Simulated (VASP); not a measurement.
## SnO2: single point with PBE

Crystal: SnO2.

```
CELL_PARAMETERS angstrom
0.00000 9.65492 6.47591
9.65492 0.00000 6.47591
9.65492 9.65492 0.00000
ATOMIC_POSITIONS crystal
Sn 0.12500 0.12500 0.12500
Sn 0.37500 0.37500 0.37500
Sn 0.00000 0.00000 0.00000
Sn 0.25000 0.25000 0.25000
Sn 0.12500 0.12500 0.62500
Sn 0.37500 0.37500 0.87500
Sn 0.00000 0.00000 0.50000
Sn 0.25000 0.25000 0.75000
Sn 0.12500 0.62500 0.12500
Sn 0.37500 0.87500 0.37500
Sn 0.00000 0.50000 0.00000
Sn 0.25000 0.75000 0.25000
Sn 0.12500 0.62500 0.62500
Sn 0.37500 0.87500 0.87500
Sn 0.00000 0.50000 0.50000
Sn 0.25000 0.75000 0.75000
Sn 0.62500 0.12500 0.12500
Sn 0.87500 0.37500 0.37500
Sn 0.50000 0.00000 0.00000
Sn 0.75000 0.25000 0.25000
Sn 0.62500 0.12500 0.62500
Sn 0.87500 0.37500 0.87500
Sn 0.50000 0.00000 0.50000
Sn 0.75000 0.25000 0.75000
Sn 0.62500 0.62500 0.12500
Sn 0.87500 0.87500 0.37500
Sn 0.50000 0.50000 0.00000
Sn 0.75000 0.75000 0.25000
Sn 0.62500 0.62500 0.62500
Sn 0.87500 0.87500 0.87500
Sn 0.50000 0.50000 0.50000
Sn 0.75000 0.75000 0.75000
O 0.02830 0.22170 0.37500
O 0.27830 0.47170 0.12500
O 0.22170 0.02830 0.37500
O 0.47170 0.27830 0.12500
O 0.00000 0.00000 0.15330
O 0.25000 0.25000 0.40330
O 0.00000 0.00000 0.34670
O 0.25000 0.25000 0.09670
O 0.02830 0.22170 0.87500
O 0.27830 0.47170 0.62500
O 0.22170 0.02830 0.87500
O 0.47170 0.27830 0.62500
O 0.00000 0.00000 0.65330
O 0.25000 0.25000 0.90330
O 0.00000 0.00000 0.84670
O 0.25000 0.25000 0.59670
O 0.02830 0.72170 0.37500
O 0.27830 0.97170 0.12500
O 0.22170 0.52830 0.37500
O 0.47170 0.77830 0.12500
O 0.00000 0.50000 0.15330
O 0.25000 0.75000 0.40330
O 0.00000 0.50000 0.34670
O 0.25000 0.75000 0.09670
O 0.02830 0.72170 0.87500
O 0.27830 0.97170 0.62500
O 0.22170 0.52830 0.87500
O 0.47170 0.77830 0.62500
O 0.00000 0.50000 0.65330
O 0.25000 0.75000 0.90330
O 0.00000 0.50000 0.84670
O 0.25000 0.75000 0.59670
O 0.52830 0.22170 0.37500
O 0.77830 0.47170 0.12500
O 0.72170 0.02830 0.37500
O 0.97170 0.27830 0.12500
O 0.50000 0.00000 0.15330
O 0.75000 0.25000 0.40330
O 0.50000 0.00000 0.34670
O 0.75000 0.25000 0.09670
O 0.52830 0.22170 0.87500
O 0.77830 0.47170 0.62500
O 0.72170 0.02830 0.87500
O 0.97170 0.27830 0.62500
O 0.50000 0.00000 0.65330
O 0.75000 0.25000 0.90330
O 0.50000 0.00000 0.84670
O 0.75000 0.25000 0.59670
O 0.52830 0.72170 0.37500
O 0.77830 0.97170 0.12500
O 0.72170 0.52830 0.37500
O 0.97170 0.77830 0.12500
O 0.50000 0.50000 0.15330
O 0.75000 0.75000 0.40330
O 0.50000 0.50000 0.34670
O 0.75000 0.75000 0.09670
O 0.52830 0.72170 0.87500
O 0.77830 0.97170 0.62500
O 0.72170 0.52830 0.87500
O 0.97170 0.77830 0.62500
O 0.50000 0.50000 0.65330
O 0.75000 0.75000 0.90330
O 0.50000 0.50000 0.84670
O 0.75000 0.75000 0.59670
```

| Item | Value |
| --- | --- |
| Program | VASP 6.6.1 |
| Task | single point |
| Functional | PBE |
| Potentials or basis | VASP PAW PBE potentials, release 64 (Sn_d, O) |
| Cutoff | 520 eV |
| k mesh | 1 × 1 × 1 |
| Occupations | gaussian, width 0.01 eV |
| Spin | no spin polarisation |

- Pressure: 0.2 GPa
- Largest force: 0.035 eV/Å
- Band gap on the k mesh: 0.65 eV

Forces in eV/Å, atoms in the order of the input:
```
Sn   0.000  0.000  0.000
Sn   0.000  0.000  0.000
Sn   0.000  0.000  0.000
Sn   0.000  0.000  0.000
Sn   0.000  0.000  0.000
Sn   0.000  0.000  0.000
Sn   0.000  0.000  0.000
Sn   0.000  0.000  0.000
Sn   0.000  0.000  0.000
Sn   0.000  0.000  0.000
Sn   0.000  0.000  0.000
Sn   0.000  0.000  0.000
Sn   0.000  0.000  0.000
Sn   0.000  0.000  0.000
Sn   0.000  0.000  0.000
Sn   0.000  0.000  0.000
Sn   0.000  0.000  0.000
Sn   0.000  0.000  0.000
Sn   0.000  0.000  0.000
Sn   0.000  0.000  0.000
Sn   0.000  0.000  0.000
Sn   0.000  0.000  0.000
Sn   0.000  0.000  0.000
Sn   0.000  0.000  0.000
Sn   0.000  0.000  0.000
Sn   0.000  0.000  0.000
Sn   0.000  0.000  0.000
Sn   0.000  0.000  0.000
Sn   0.000  0.000  0.000
Sn   0.000  0.000  0.000
Sn   0.000  0.000  0.000
Sn   0.000  0.000  0.000
O   -0.025  0.025  0.000
O   -0.025  0.025  0.000
O    0.025 -0.025  0.000
O    0.025 -0.025  0.000
O    0.025  0.025  0.000
O    0.025  0.025  0.000
O   -0.025 -0.025  0.000
O   -0.025 -0.025  0.000
O   -0.025  0.025  0.000
O   -0.025  0.025  0.000
O    0.025 -0.025  0.000
O    0.025 -0.025  0.000
O    0.025  0.025  0.000
O    0.025  0.025  0.000
O   -0.025 -0.025  0.000
O   -0.025 -0.025  0.000
O   -0.025  0.025  0.000
O   -0.025  0.025  0.000
O    0.025 -0.025  0.000
O    0.025 -0.025  0.000
O    0.025  0.025  0.000
O    0.025  0.025  0.000
O   -0.025 -0.025  0.000
O   -0.025 -0.025  0.000
O   -0.025  0.025  0.000
O   -0.025  0.025  0.000
O    0.025 -0.025  0.000
O    0.025 -0.025  0.000
O    0.025  0.025  0.000
O    0.025  0.025  0.000
O   -0.025 -0.025  0.000
O   -0.025 -0.025  0.000
O   -0.025  0.025  0.000
O   -0.025  0.025  0.000
O    0.025 -0.025  0.000
O    0.025 -0.025  0.000
O    0.025  0.025  0.000
O    0.025  0.025  0.000
O   -0.025 -0.025  0.000
O   -0.025 -0.025  0.000
O   -0.025  0.025  0.000
O   -0.025  0.025  0.000
O    0.025 -0.025  0.000
O    0.025 -0.025  0.000
O    0.025  0.025  0.000
O    0.025  0.025  0.000
O   -0.025 -0.025  0.000
O   -0.025 -0.025  0.000
O   -0.025  0.025  0.000
O   -0.025  0.025  0.000
O    0.025 -0.025  0.000
O    0.025 -0.025  0.000
O    0.025  0.025  0.000
O    0.025  0.025  0.000
O   -0.025 -0.025  0.000
O   -0.025 -0.025  0.000
O   -0.025  0.025  0.000
O   -0.025  0.025  0.000
O    0.025 -0.025  0.000
O    0.025 -0.025  0.000
O    0.025  0.025  0.000
O    0.025  0.025  0.000
O   -0.025 -0.025  0.000
O   -0.025 -0.025  0.000
```

Stress tensor (GPa, compression positive):
```
0.29 0.00 0.00
0.00 0.29 0.00
0.00 0.00 0.04
```

Levels at points of the mesh, in eV from the valence-band top:
```csv
k point,band 414,band 415,band 416,band 417,band 418,band 419
"(0.00, 0.00, 0.00)",-0.49,-0.49,0.00,0.65,3.87,3.87
```

It took 54 min on 1 thread of AMD EPYC 7571, on a shared host, peak memory 1.6 GiB.

Caveat: the k points lie up to 0.67 Å⁻¹ apart; spin-orbit coupling is left out, which moves the levels of the heavy elements; an odd mesh through Γ misses points on the zone boundary, where band edges can lie.
